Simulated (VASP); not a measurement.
# PbS (Cmcm) in VASP: a series of runs

The runs below take PbS through single point, with PBEsol.

All numbers are computed with VASP 6.6.1; they aren't measurements. Logs are shortened: lines on timing, memory, paths and dates and some standing lists are left out, and cuts for length are marked.

## 1. The cell of the first run

It takes space group Cmcm (No. 63, orthorhombic). The conventional cell has a = 4.160 Å, b = 11.983 Å, c = 4.279 Å, α = 90.00°, β = 90.00°, γ = 90.00°. Within 3.5 Å of Pb (site symmetry m2m) lie 5 S at 2.69 to 2.99 Å. Within 3.5 Å of S (site symmetry m2m) lie 5 Pb at 2.69 to 2.99 Å.

## 2. Single point, PBEsol

The input, INCAR:

```
PREC     = Accurate       # precision mode
ENCUT    = 520            # plane-wave cutoff, eV
EDIFF    = 1E-6           # SCF threshold, eV
ISMEAR   = -1             # smearing method
SIGMA    = 0.01           # smearing width, eV
LREAL    = F              # projectors in reciprocal space
LASPH    = T              # aspherical terms in the spheres
NELM     = 100            # most SCF steps
ALGO     = Normal         # electronic algorithm
ISIF     = 2              # what is computed and relaxed
LWAVE    = F              # write WAVECAR
LCHARG   = F              # write CHGCAR
GGA      = PS             # functional
NBANDS   = 28             # bands
```

The input, KPOINTS:

```
regular mesh
0
Gamma
  6 6 6
```

The input, POSCAR:

```
PbS
1.0
    2.0799526900     -5.9912968600      0.0000000000
    2.0799526900      5.9912968600      0.0000000000
    0.0000000000      0.0000000000      4.2793209400
Pb S
2 2
Direct
    0.8694366500      0.1305633500      0.7500000000
    0.1305633500      0.8694366500      0.2500000000
    0.6452029100      0.3547970900      0.7500000000
    0.3547970900      0.6452029100      0.2500000000
```

Potentials or basis: VASP PAW PBE potentials, release 64 (Pb_d, S).

On the command line:

```sh
cat potpaw_PBE.64/Pb_d/POTCAR potpaw_PBE.64/S/POTCAR > POTCAR
mpirun -np 1 vasp_std > vasp.out
```

OUTCAR:

```text
PREC = Accurate
   ENCUT = 520
   EDIFF = 1E-6
   ISMEAR = -1
   LREAL = F
   LASPH = T
   NELM = 100
   ISIF = 2
   GGA = PS

 ion  position               nearest neighbor table
   1  0.869  0.131  0.750-   3 2.69   4 2.99   4 2.99   4 2.99   4 2.99   2 3.79   2 3.79   2 4.13
                             2 4.13   2 4.13   2 4.13
   2  0.131  0.869  0.250-   4 2.69   3 2.99   3 2.99   3 2.99   3 2.99   1 3.79   1 3.79   1 4.13
                             1 4.13   1 4.13   1 4.13
   3  0.645  0.355  0.750-   1 2.69   2 2.99   2 2.99   2 2.99   2 2.99
   4  0.355  0.645  0.250-   2 2.69   1 2.99   1 2.99   1 2.99   1 2.99

  LATTYP: Found a base centered orthorhombic cell.
 ALAT       =     4.1599053800
 B/A-ratio  =     2.8804967001
 C/A-ratio  =     1.0287063164

  Lattice vectors:

 A1 = (   2.0799526900,  -5.9912968600,   0.0000000000)
 A2 = (   2.0799526900,   5.9912968600,   0.0000000000)
 A3 = (   0.0000000000,   0.0000000000,   4.2793209400)

Analysis of symmetry for initial positions (statically):
=====================================================================
 Subroutine PRICEL returns:
 Original cell was already a primitive cell.

 Routine SETGRP: Setting up the symmetry group for a
 base centered orthorhombic supercell.

 Subroutine GETGRP returns: Found  8 space group operations
 (whereof  4 operations were pure point group operations)
 out of a pool of  8 trial point group operations.

The static configuration has the point symmetry C_2h.
 The point group associated with its full space group is D_2h.

Analysis of symmetry for dynamics (positions and initial velocities):
=====================================================================
 Subroutine PRICEL returns:
 Original cell was already a primitive cell.

 Routine SETGRP: Setting up the symmetry group for a
 base centered orthorhombic supercell.

 Subroutine GETGRP returns: Found  8 space group operations
 (whereof  4 operations were pure point group operations)
 out of a pool of  8 trial point group operations.

The dynamic configuration has the point symmetry C_2h.
 The point group associated with its full space group is D_2h.

 Subroutine INISYM returns: Found  8 space group operations
 (whereof  4 operations are pure point group operations),
 and found     1 'primitive' translations

----------------------------------------------------------------------------------------

                                     Primitive cell

  volume of cell :     106.6545

  direct lattice vectors                    reciprocal lattice vectors
     2.079952690 -5.991296860  0.000000000     0.240390083 -0.083454386  0.000000000
     2.079952690  5.991296860  0.000000000     0.240390083  0.083454386  0.000000000
     0.000000000  0.000000000  4.279320940     0.000000000  0.000000000  0.233681936

  length of vectors
     6.342069162  6.342069162  4.279320940     0.254464195  0.254464195  0.233681936

  position of ions in fractional coordinates (direct lattice)
     0.869436650  0.130563350  0.750000000
     0.130563350  0.869436650  0.250000000
     0.645202910  0.354797090  0.750000000
     0.354797090  0.645202910  0.250000000

  ion indices of the primitive-cell ions
   primitive index   ion index
                 1           1
                 2           2
                 3           3
                 4           4

----------------------------------------------------------------------------------------

 KPOINTS: regular mesh

Automatic generation of k-mesh.
 Grid dimensions read from file:
 generate k-points for:    6    6    6

 Generating k-lattice:

  Cartesian coordinates                     Fractional coordinates (reciprocal lattice)
     0.040065014 -0.013909064  0.000000000     0.166666667  0.000000000  0.000000000
     0.040065014  0.013909064  0.000000000     0.000000000  0.166666667  0.000000000
     0.000000000  0.000000000  0.038946989     0.000000000  0.000000000  0.166666667

  Length of vectors
     0.042410699  0.042410699  0.038946989

  Shift w.r.t. Gamma in fractional coordinates (k-lattice)
     0.000000000  0.000000000  0.000000000

 Subroutine IBZKPT returns following result:
 ===========================================

 Found     52 irreducible k-points:

 Following reciprocal coordinates:
            Coordinates               Weight
  0.000000  0.000000  0.000000      1.000000
  0.166667 -0.000000  0.000000      4.000000
  0.333333 -0.000000  0.000000      4.000000
  0.500000 -0.000000  0.000000      2.000000
  0.166667  0.166667  0.000000      2.000000
  0.333333  0.166667  0.000000      4.000000
[... 16 lines left out ...]
  0.333333  0.333333  0.166667      4.000000
  0.500000  0.333333  0.166667      8.000000
 [... further k-points ...]
   k-points           NKPTS =     52   k-points in BZ     NKDIM =     52   number of bands    NBANDS=     28
   number of dos      NEDOS =    301   number of ions     NIONS =      4
   total plane-waves  NPLWV =  73728
   dimension x,y,z NGX =    48 NGY =   48 NGZ =   32
   dimension x,y,z NGXF=    96 NGYF=   96 NGZF=   64
   ions per type =               2   2
   NGX,Y,Z   is equivalent  to a cutoff of  12.58, 12.58, 12.43 a.u.
   NGXF,Y,Z  is equivalent  to a cutoff of  25.16, 25.16, 24.86 a.u.
 SYSTEM =  unknown system
   PREC   = accura    normal or accurate (medium, high low for compatibility)
   ISTART =      0    job   : 0-new  1-cont  2-samecut
   ICHARG =      2    charge: 1-file 2-atom 10-const
   ISPIN  =      1    spin polarized calculation?
   LNONCOLLINEAR =      F non collinear calculations
   LSORBIT =      F    spin-orbit coupling
   LASPH  =      T    aspherical Exc in radial PAW
   ENCUT  =  520.0 eV  38.22 Ry    6.18 a.u.  11.79 11.79  7.96*2*pi/ulx,y,z
   NELM   =    100;   NELMIN=  2; NELMDL= -5     # of ELM steps
   EDIFF  = 0.1E-05   stopping-criterion for ELM
   LREAL  =      F    real-space projection
   EDIFFG = 0.1E-04   stopping-criterion for IOM
   NSW    =      0    number of steps for IOM
   IBRION =     -1    ionic relax: 0-MD 1-quasi-New 2-CG
   NFREE  =      0    steps in history (QN), initial steepest desc. (CG)
   ISIF   =      2    stress and relaxation
   ISYM   =      2    0-nonsym 1-usesym 2-fastsym
   POTIM  = 0.5000    time-step for ionic-motion
   TEBEG  =    0.0;   TEEND  =   0.0 temperature during run
   PSTRESS=    0.0 pullay stress
   NELECT =      40.0000    total number of electrons
   NUPDOWN=      -1.0000    fix difference up-down
   EMIN   =  10.00;   EMAX   =-10.00  energy-range for DOS
   EFERMI =   0.00;   METHOD = LEGACY
   ISMEAR =    -1;   SIGMA  =   0.01  broadening in eV -4-tet -1-fermi 0-gaus
   EFERMI_NEDOS =   21; number of points for ismear=-14 and -15
   IALGO  =     38    algorithm
   IMIX   =      4    mixing-type and parameters
     AMIX     =   0.40;   BMIX     =  1.00
     AMIX_MAG =   1.60;   BMIX_MAG =  1.00
  volume/ion in A,a.u.               =      26.66       179.94
  Fermi-wavevector in a.u.,A,eV,Ry     =   1.180597  2.231005 18.963935  1.393810
  Thomas-Fermi vector in A             =   2.316887
   LORBIT       =      0    0 simple, 1 ext, 2 COOP (PROOUT), +10 PAW based schemes
   GGA     = PS    functional components
   LHFCALC =     F    Hartree Fock is set to
   AEXX    =    0.0000 exact exchange contribution
   IVDW    =     0    specifies the selected vdW correction
   LEPSILON=     F    determine dielectric tensor
   LRPA    =     F    only Hartree local field effects (RPA)
 non-spin polarized calculation
  energy-cutoff  :      520.00
  volume of cell :      106.65
 maximum number of plane-waves:      2904
   NGX = 23   NGY = 23   NGZ = 15

 number of electron      40.0000007 magnetization

 Free energy of the ion-electron system (eV)
  ---------------------------------------------------
  ext. energy  EPLUGINS =         0.00000000
  ---------------------------------------------------
  free energy    TOTEN  =       -18.74817473 eV

  energy without entropy =      -18.74817473  energy(sigma->0) =      -18.74817473

 E-fermi :   4.9606     XC(G=0):  -9.7807

 val. band max:        4.7587695992   @ k =   0.5000   0.5000   0.3333
 cond. band min:       5.8906093302   @ k =   0.5000   0.5000   0.0000
 fundamental gap:      1.1318397310
 Fermi energy:         4.9606338355

 k-point     1 :       0.0000    0.0000    0.0000
  band No.  band energies     occupation
      1     -11.5246      2.00000
      2     -11.4227      2.00000
      3     -11.4134      2.00000
      4     -11.4112      2.00000
      5     -11.3764      2.00000
      6     -11.3725      2.00000
[... 20 lines left out ...]
     27      10.8504      0.00000
     28      11.6788      0.00000

 k-point     2 :       0.1667   -0.0000    0.0000
  band No.  band energies     occupation
      1     -11.5082      2.00000
      2     -11.4156      2.00000
      3     -11.4093      2.00000
      4     -11.3990      2.00000
      5     -11.3812      2.00000
      6     -11.3792      2.00000
[... 20 lines left out ...]
     27      11.1287      0.00000
     28      12.2157      0.00000

 k-point     3 :       0.3333   -0.0000    0.0000
  band No.  band energies     occupation
      1     -11.4709      2.00000
      2     -11.4111      2.00000
      3     -11.4096      2.00000
      4     -11.3989      2.00000
      5     -11.3824      2.00000
      6     -11.3799      2.00000
[... 20 lines left out ...]
     27      12.5870      0.00000
     28      12.6911      0.00000

 k-point     4 :       0.5000   -0.0000    0.0000
  band No.  band energies     occupation
      1     -11.4384      2.00000
      2     -11.4287      2.00000
      3     -11.4115      2.00000
      4     -11.4087      2.00000
      5     -11.3840      2.00000
      6     -11.3769      2.00000
[... 578 lines left out ...]
     27      10.7750      0.00000
     28      12.3025      0.00000

 k-point    23 :       0.3333    0.3333    0.1667
  band No.  band energies     occupation
      1     -11.4732      2.00000
      2     -11.4323      2.00000
      3     -11.4092      2.00000
      4     -11.3912      2.00000
      5     -11.3795      2.00000
      6     -11.3779      2.00000
[... 20 lines left out ...]
     27      11.7426      0.00000
     28      12.6992      0.00000

 k-point    24 :       0.5000    0.3333    0.1667
  band No.  band energies     occupation
      1     -11.4952      2.00000
      2     -11.4108      2.00000
      3     -11.3993      2.00000
      4     -11.3973      2.00000
      5     -11.3841      2.00000
      6     -11.3761      2.00000
[... 20 lines left out ...]
     27      11.9334      0.00000
     28      12.4776      0.00000

 [... further k-points ...]
[... 5 lines left out ...]
  --------------------------------------------------------------------------------------
  -------------------------------------------------------------------------------------
  Total       -1.3523840     -1.0218481     -1.4553693      0.0000000      0.0000000      0.0000000
  in kB      -20.3156847    -15.3503314    -21.8627419      0.0000000      0.0000000      0.0000000
  external PRESSURE =     -19.1762527 kB  Pullay stress =       0.0000000 kB

 VOLUME and BASIS-vectors are now :
 -----------------------------------------------------------------------------
  energy-cutoff  :      520.00
  volume of cell :      106.65
      direct lattice vectors                 reciprocal lattice vectors
     2.079952690 -5.991296860  0.000000000     0.240390083 -0.083454386  0.000000000
     2.079952690  5.991296860  0.000000000     0.240390083  0.083454386  0.000000000
     0.000000000  0.000000000  4.279320940     0.000000000  0.000000000  0.233681936

 POSITION                                       TOTAL-FORCE (eV/Angst)
 -----------------------------------------------------------------------------------
      2.07995     -4.42681      3.20949         0.000000      0.036209     -0.000000
      2.07995      4.42681      1.06983         0.000000     -0.036209      0.000000
      2.07995     -1.73991      3.20949         0.000000      0.020977      0.000000
      2.07995      1.73991      1.06983         0.000000     -0.020977      0.000000
 -----------------------------------------------------------------------------------
    total drift:                               -0.000000     -0.000000      0.000000

  FREE ENERGIE OF THE ION-ELECTRON SYSTEM (eV)
  ---------------------------------------------------
  free  energy   TOTEN  =       -18.7481747328 eV

  energy  without entropy=      -18.7481747328  energy(sigma->0) =      -18.74817473
```

Run time: 73 s. Hardware: 1 thread of Intel Xeon 6975P-C (Granite Rapids), shared host; peak memory 0.32 GiB.

Results:

- Free energy: -18.7482 eV
- Pressure: -1.9 GPa
- Largest force: 0.036 eV/Å
- Band gap on the k mesh: 1.13 eV, indirect (least direct gap 1.33 eV)

Forces in eV/Å, atoms in the order of the input:
```
Pb   0.000  0.036  0.000
Pb   0.000 -0.036  0.000
S    0.000  0.021  0.000
S    0.000 -0.021  0.000
```

Stress tensor (GPa, compression positive):
```
-2.03  0.00  0.00
 0.00 -1.54  0.00
 0.00  0.00 -2.19
```

Caveat: the PAW data sets were made with another functional, which shifts forces and pressure a little; spin-orbit coupling is left out, which moves the levels of the heavy elements. A k mesh can miss the band edges.

[end of part 1 of 2]
